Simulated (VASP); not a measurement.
# Al5BN6 (P4/mmm) in VASP: relaxation of cell and atoms with PBE

Aim: the relaxation of cell and atoms of Al5BN6 with PBE.

Program: VASP 6.6.1. These are calculated values, not measurements. Logs are shortened: lines on timing, memory, paths and dates and some standing lists are left out, and cuts for length are marked.

### 1 The cell of the first run

The structure is tetragonal, space group P4/mmm (No. 123). Conventional cell: a = 2.853 Å, b = 2.853 Å, c = 11.837 Å, α = 90.00°, β = 90.00°, γ = 90.00°. Within 2.4 Å of Al (site symmetry 4mm) lie 6 N at 1.83 to 2.04 Å. Al (site symmetry 4mm) has 6 N at 2.02 to 2.08 Å within 2.7 Å. Al (site symmetry 4/mmm) has 6 N at 2.02 to 2.05 Å within 2.7 Å. Within 2.4 Å of B (site symmetry 4/mmm) lie 6 N at 1.78 to 2.02 Å. N (site symmetry 4/mmm) has 2 Al at 1.83 Å and 4 B at 2.02 Å within 2.4 Å. N (site symmetry 4mm) has 1 B at 1.78 Å and 5 Al at 2.02 to 2.08 Å within 2.4 Å. Within 2.7 Å of N (site symmetry 4mm) lie 6 Al at 2.02 to 2.05 Å. N (site symmetry 4/mmm) has 6 Al at 2.02 to 2.05 Å within 2.7 Å.

### 2 Relaxation of cell and atoms, PBE

INCAR

```
SYSTEM = Al5BN6
PREC = Accurate
ENCUT = 600
EDIFF = 1E-6
ISMEAR = 0
SIGMA = 0.02
LREAL = .FALSE.
LASPH = .TRUE.
NELM = 60
ALGO = Normal
ISIF = 3
LWAVE = .FALSE.
LCHARG = .FALSE.
GGA = PE
IBRION = 2
NSW = 100
EDIFFG = -0.01
```

KPOINTS

```
regular mesh
0
G
  10 10 4
  0 0 0
```

POSCAR

```
Al5BN6
1.0
    2.8529287879      0.0000000000      0.0000000000
    0.0000000000      2.8529287879      0.0000000000
    0.0000000000      0.0000000000     11.8372246639
Al B N
5 1 6
Direct
    0.0000000000      0.0000000000      0.8455960448
    0.0000000000      0.0000000000      0.1544039552
    0.5000000000      0.5000000000      0.3264638914
    0.0000000000      0.0000000000      0.5000000000
    0.5000000000      0.5000000000      0.6735361086
    0.5000000000      0.5000000000      0.0000000000
    0.0000000000      0.0000000000      0.0000000000
    0.5000000000      0.5000000000      0.1506130465
    0.0000000000      0.0000000000      0.3271145789
    0.5000000000      0.5000000000      0.5000000000
    0.0000000000      0.0000000000      0.6728854211
    0.5000000000      0.5000000000      0.8493869535
```

Potentials or basis: VASP PAW PBE potentials, release 64 (Al, B, N).

Launch:

```
$ cat potpaw_PBE.64/Al/POTCAR potpaw_PBE.64/B/POTCAR potpaw_PBE.64/N/POTCAR > POTCAR
$ mpirun -np 1 vasp_std > vasp.out
```

OUTCAR:

```text
SYSTEM = Al5BN6
   PREC = Accurate
   ENCUT = 600
   EDIFF = 1E-6
   ISMEAR = 0
   LREAL = .FALSE.
   LASPH = .TRUE.
   NELM = 60
   ISIF = 3
   GGA = PE
   IBRION = 2
   NSW = 100
   EDIFFG = -0.01

 ion  position               nearest neighbor table
   1  0.000  0.000  0.846-   7 1.83  12 2.02  12 2.02  12 2.02  12 2.02  11 2.04   6 2.72   6 2.72
                             6 2.72   6 2.72   5 2.87   5 2.87   5 2.87   5 2.87
   2  0.000  0.000  0.154-   7 1.83   8 2.02   8 2.02   8 2.02   8 2.02   9 2.04   6 2.72   6 2.72
                             6 2.72   6 2.72   3 2.87   3 2.87   3 2.87   3 2.87
   3  0.500  0.500  0.326-   9 2.02   9 2.02   9 2.02   9 2.02  10 2.05   8 2.08   2 2.87   2 2.87
                             2 2.87   2 2.87   4 2.88   4 2.88   4 2.88   4 2.88
   4  0.000  0.000  0.500-  10 2.02  10 2.02  10 2.02  10 2.02  11 2.05   9 2.05   5 2.88   5 2.88
                             3 2.88   5 2.88   3 2.88   3 2.88   5 2.88   3 2.88
   5  0.500  0.500  0.674-  11 2.02  11 2.02  11 2.02  11 2.02  10 2.05  12 2.08   1 2.87   1 2.87
                             1 2.87   1 2.87   4 2.88   4 2.88   4 2.88   4 2.88
   6  0.500  0.500  0.000-   8 1.78  12 1.78   1 2.72   2 2.72   1 2.72   2 2.72   1 2.72   2 2.72
                             1 2.72   2 2.72
   7  0.000  0.000  0.000-   1 1.83   2 1.83
   8  0.500  0.500  0.151-   6 1.78   2 2.02   2 2.02   2 2.02   2 2.02   3 2.08
   9  0.000  0.000  0.327-   3 2.02   3 2.02   3 2.02   3 2.02   2 2.04   4 2.05
  10  0.500  0.500  0.500-   4 2.02   4 2.02   4 2.02   4 2.02   5 2.05   3 2.05
  11  0.000  0.000  0.673-   5 2.02   5 2.02   5 2.02   5 2.02   1 2.04   4 2.05
  12  0.500  0.500  0.849-   6 1.78   1 2.02   1 2.02   1 2.02   1 2.02   5 2.08

  LATTYP: Found a simple tetragonal cell.
 ALAT       =     2.8529287879
 C/A-ratio  =     4.1491483118

  Lattice vectors:

 A1 = (   2.8529287879,   0.0000000000,   0.0000000000)
 A2 = (   0.0000000000,   2.8529287879,   0.0000000000)
 A3 = (   0.0000000000,   0.0000000000,  11.8372246639)

Analysis of symmetry for initial positions (statically):
=====================================================================
 Subroutine PRICEL returns:
 Original cell was already a primitive cell.

 Routine SETGRP: Setting up the symmetry group for a
 simple tetragonal supercell.

 Subroutine GETGRP returns: Found 16 space group operations
 (whereof 16 operations were pure point group operations)
 out of a pool of 16 trial point group operations.

The static configuration has the point symmetry D_4h.

Analysis of symmetry for dynamics (positions and initial velocities):
=====================================================================
 Subroutine PRICEL returns:
 Original cell was already a primitive cell.

 Routine SETGRP: Setting up the symmetry group for a
 simple tetragonal supercell.

 Subroutine GETGRP returns: Found 16 space group operations
 (whereof 16 operations were pure point group operations)
 out of a pool of 16 trial point group operations.

The dynamic configuration has the point symmetry D_4h.

 Subroutine INISYM returns: Found 16 space group operations
 (whereof 16 operations are pure point group operations),
 and found     1 'primitive' translations

----------------------------------------------------------------------------------------

                                     Primitive cell

  volume of cell :      96.3456

  direct lattice vectors                    reciprocal lattice vectors
     2.852928788  0.000000000  0.000000000     0.350516986  0.000000000  0.000000000
     0.000000000  2.852928788  0.000000000     0.000000000  0.350516986  0.000000000
     0.000000000  0.000000000 11.837224664     0.000000000  0.000000000  0.084479262

  length of vectors
     2.852928788  2.852928788 11.837224664     0.350516986  0.350516986  0.084479262

  position of ions in fractional coordinates (direct lattice)
     0.000000000  0.000000000  0.845596045
     0.000000000  0.000000000  0.154403955
     0.500000000  0.500000000  0.326463891
     0.000000000  0.000000000  0.500000000
     0.500000000  0.500000000  0.673536109
     0.500000000  0.500000000  0.000000000
     0.000000000  0.000000000  0.000000000
     0.500000000  0.500000000  0.150613046
     0.000000000  0.000000000  0.327114579
     0.500000000  0.500000000  0.500000000
     0.000000000  0.000000000  0.672885421
     0.500000000  0.500000000  0.849386954

  ion indices of the primitive-cell ions
   primitive index   ion index
                 1           1
                 2           2
                 3           3
                 4           4
                 5           5
                 6           6
                 7           7
                 8           8
                 9           9
                10          10
                11          11
                12          12

----------------------------------------------------------------------------------------

 KPOINTS: regular mesh

Automatic generation of k-mesh.
 Grid dimensions read from file:
 generate k-points for:   10   10    4

 Generating k-lattice:

  Cartesian coordinates                     Fractional coordinates (reciprocal lattice)
     0.035051699  0.000000000  0.000000000     0.100000000  0.000000000  0.000000000
     0.000000000  0.035051699  0.000000000     0.000000000  0.100000000  0.000000000
     0.000000000  0.000000000  0.021119815     0.000000000  0.000000000  0.250000000

  Length of vectors
     0.035051699  0.035051699  0.021119815

  Shift w.r.t. Gamma in fractional coordinates (k-lattice)
     0.000000000  0.000000000  0.000000000

 Subroutine IBZKPT returns following result:
 ===========================================

 Found     63 irreducible k-points:

 Following reciprocal coordinates:
            Coordinates               Weight
  0.000000  0.000000  0.000000      1.000000
  0.100000  0.000000  0.000000      4.000000
  0.200000  0.000000  0.000000      4.000000
  0.300000  0.000000  0.000000      4.000000
  0.400000  0.000000  0.000000      4.000000
  0.500000  0.000000  0.000000      2.000000
[... 16 lines left out ...]
  0.100000  0.000000  0.250000      8.000000
  0.200000  0.000000  0.250000      8.000000
 [... further k-points ...]
   k-points           NKPTS =     63   k-points in BZ     NKDIM =     63   number of bands    NBANDS=     31
   number of dos      NEDOS =    301   number of ions     NIONS =     12
   total plane-waves  NPLWV =  55296
   dimension x,y,z NGX =    24 NGY =   24 NGZ =   96
   dimension x,y,z NGXF=    48 NGYF=   48 NGZF=  192
   ions per type =               5   1   6
   NGX,Y,Z   is equivalent  to a cutoff of  13.99, 13.99, 13.48 a.u.
   NGXF,Y,Z  is equivalent  to a cutoff of  27.97, 27.97, 26.97 a.u.
 SYSTEM =  Al5BN6
   PREC   = accura    normal or accurate (medium, high low for compatibility)
   ISTART =      0    job   : 0-new  1-cont  2-samecut
   ICHARG =      2    charge: 1-file 2-atom 10-const
   ISPIN  =      1    spin polarized calculation?
   LNONCOLLINEAR =      F non collinear calculations
   LSORBIT =      F    spin-orbit coupling
   LASPH  =      T    aspherical Exc in radial PAW
   ENCUT  =  600.0 eV  44.10 Ry    6.64 a.u.   5.70  5.70 23.64*2*pi/ulx,y,z
   NELM   =     60;   NELMIN=  2; NELMDL= -5     # of ELM steps
   EDIFF  = 0.1E-05   stopping-criterion for ELM
   LREAL  =      F    real-space projection
   EDIFFG = -.1E-01   stopping-criterion for IOM
   NSW    =    100    number of steps for IOM
   IBRION =      2    ionic relax: 0-MD 1-quasi-New 2-CG
   NFREE  =      1    steps in history (QN), initial steepest desc. (CG)
   ISIF   =      3    stress and relaxation
   ISYM   =      2    0-nonsym 1-usesym 2-fastsym
   POTIM  = 0.5000    time-step for ionic-motion
   TEBEG  =    0.0;   TEEND  =   0.0 temperature during run
   PSTRESS=    0.0 pullay stress
   NELECT =      48.0000    total number of electrons
   NUPDOWN=      -1.0000    fix difference up-down
   EMIN   =  10.00;   EMAX   =-10.00  energy-range for DOS
   EFERMI =   0.00;   METHOD = LEGACY
   ISMEAR =     0;   SIGMA  =   0.02  broadening in eV -4-tet -1-fermi 0-gaus
   EFERMI_NEDOS =   21; number of points for ismear=-14 and -15
   IALGO  =     38    algorithm
   IMIX   =      4    mixing-type and parameters
     AMIX     =   0.40;   BMIX     =  1.00
     AMIX_MAG =   1.60;   BMIX_MAG =  1.00
  volume/ion in A,a.u.               =       8.03        54.18
  Fermi-wavevector in a.u.,A,eV,Ry     =   1.297811  2.452506 22.916462  1.684312
  Thomas-Fermi vector in A             =   2.429179
   LORBIT       =      0    0 simple, 1 ext, 2 COOP (PROOUT), +10 PAW based schemes
   GGA     = PE    functional components
   LHFCALC =     F    Hartree Fock is set to
   AEXX    =    0.0000 exact exchange contribution
   IVDW    =     0    specifies the selected vdW correction
   LEPSILON=     F    determine dielectric tensor
   LRPA    =     F    only Hartree local field effects (RPA)
 conjugate gradient relaxation of ions
 non-spin polarized calculation
 Gauss-broadening in eV      SIGMA  =   0.02
  energy-cutoff  :      600.00
  volume of cell :       96.35
 maximum number of plane-waves:      3248
 NGX is ok and might be reduce to    24
   NGX = 11   NGY = 11   NGZ = 47

--------------------------------------- Ionic step        1  -------------------------------------------

 number of electron      47.9999994 magnetization

 Free energy of the ion-electron system (eV)
  ---------------------------------------------------
  ext. energy  EPLUGINS =         0.00000000
  ---------------------------------------------------
  free energy    TOTEN  =       -85.54471227 eV

  energy without entropy =      -85.54471227  energy(sigma->0) =      -85.54471227

 E-fermi :   9.9949     XC(G=0): -12.3110

 val. band max:        9.8582115731   @ k =   0.2000   0.0000   0.0000
 cond. band min:      12.3354832340   @ k =   0.5000   0.5000   0.0000
 fundamental gap:      2.4772716609
 Fermi energy:         9.9948705979

 k-point     1 :       0.0000    0.0000    0.0000
  band No.  band energies     occupation
      1      -8.2854      2.00000
      2      -7.5515      2.00000
      3      -7.4624      2.00000
      4      -5.6260      2.00000
      5      -5.3270      2.00000
      6      -3.3713      2.00000
[... 942 lines left out ...]
  energy  without entropy=      -85.5449429818  energy(sigma->0) =      -85.54494298

--------------------------------------- Ionic step        4  -------------------------------------------

 number of electron      47.9999994 magnetization

 Free energy of the ion-electron system (eV)
  ---------------------------------------------------
  ext. energy  EPLUGINS =         0.00000000
  ---------------------------------------------------
  free energy    TOTEN  =       -85.54498037 eV

  energy without entropy =      -85.54498037  energy(sigma->0) =      -85.54498037

 E-fermi :  10.0213     XC(G=0): -12.3191

 val. band max:        9.8770598502   @ k =   0.3000   0.0000   0.0000
 cond. band min:      12.3601604340   @ k =   0.5000   0.5000   0.0000
 fundamental gap:      2.4831005838
 Fermi energy:        10.0213219720

 k-point     1 :       0.0000    0.0000    0.0000
  band No.  band energies     occupation
      1      -8.2792      2.00000
      2      -7.5420      2.00000
      3      -7.4579      2.00000
      4      -5.6145      2.00000
      5      -5.3188      2.00000
      6      -3.3600      2.00000
[... 846 lines left out ...]
  FREE ENERGIE OF THE ION-ELECTRON SYSTEM (eV)
  ---------------------------------------------------
  free  energy   TOTEN  =       -85.5449803721 eV

  energy  without entropy=      -85.5449803721  energy(sigma->0) =      -85.54498037

 reached required accuracy - stopping structural energy minimisation
```

Run time: 3.5 min. Hardware: 1 thread of AMD EPYC 9R45 (Zen 5), shared host; peak memory 0.32 GiB.

Results:

```
Free energy                           : -85.5450 eV
Relaxed volume                        : 8.02 Å³/atom
Relaxed cell                          : a = 2.851 Å, b = 2.851 Å, c = 11.834 Å, α = 90.00°, β = 90.00°, γ = 90.00°
Space group after relaxing (to 0.1 Å) : P4/mmm (No. 123)
Energy gained by relaxing             : 0.0 meV/atom
Ionic steps                           : 4
Pressure after relaxing               : 0.0 GPa
Largest force after relaxing          : 0.010 eV/Å
Band gap on the k mesh                : 2.48 eV (least direct gap 2.74 eV)
```

Forces in eV/Å, atoms in the order of the input:
```
Al   0.000  0.000  0.001
Al   0.000  0.000 -0.001
Al   0.000  0.000  0.004
Al   0.000  0.000  0.000
Al   0.000  0.000 -0.004
B    0.000  0.000  0.000
N    0.000  0.000  0.000
N    0.000  0.000  0.010
N    0.000  0.000  0.003
N    0.000  0.000  0.000
N    0.000  0.000 -0.003
N    0.000  0.000 -0.010
```

Step by step:
```csv
step,energy change (eV),largest force (eV/Å),pressure (GPa),volume (Å³)
1,0.0000,0.0227,-0.38,96.35
2,-0.0001,0.0177,0.31,96.08
3,-0.0002,0.0167,0.05,96.18
4,-0.0003,0.0098,0.01,96.18
```

Final structure:
```cif
data_structure
_symmetry_space_group_name_H-M 'P 1'
_symmetry_Int_Tables_number 1
_cell_length_a 2.8509
_cell_length_b 2.8509
_cell_length_c 11.8344
_cell_angle_alpha 90.000
_cell_angle_beta 90.000
_cell_angle_gamma 90.000
_cell_volume 96.18
loop_
_atom_site_label
_atom_site_type_symbol
_atom_site_fract_x
_atom_site_fract_y
_atom_site_fract_z
_atom_site_occupancy
Al1 Al 0.00000 0.00000 0.84548 1
Al2 Al 0.00000 0.00000 0.15452 1
Al3 Al 0.50000 0.50000 0.32645 1
Al4 Al 0.00000 0.00000 0.50000 1
Al5 Al 0.50000 0.50000 0.67355 1
B1 B 0.50000 0.50000 0.00000 1
N1 N 0.00000 0.00000 0.00000 1
N2 N 0.50000 0.50000 0.15072 1
N3 N 0.00000 0.00000 0.32711 1
N4 N 0.50000 0.50000 0.50000 1
N5 N 0.00000 0.00000 0.67289 1
N6 N 0.50000 0.50000 0.84928 1
```

A k mesh can miss the band edges.
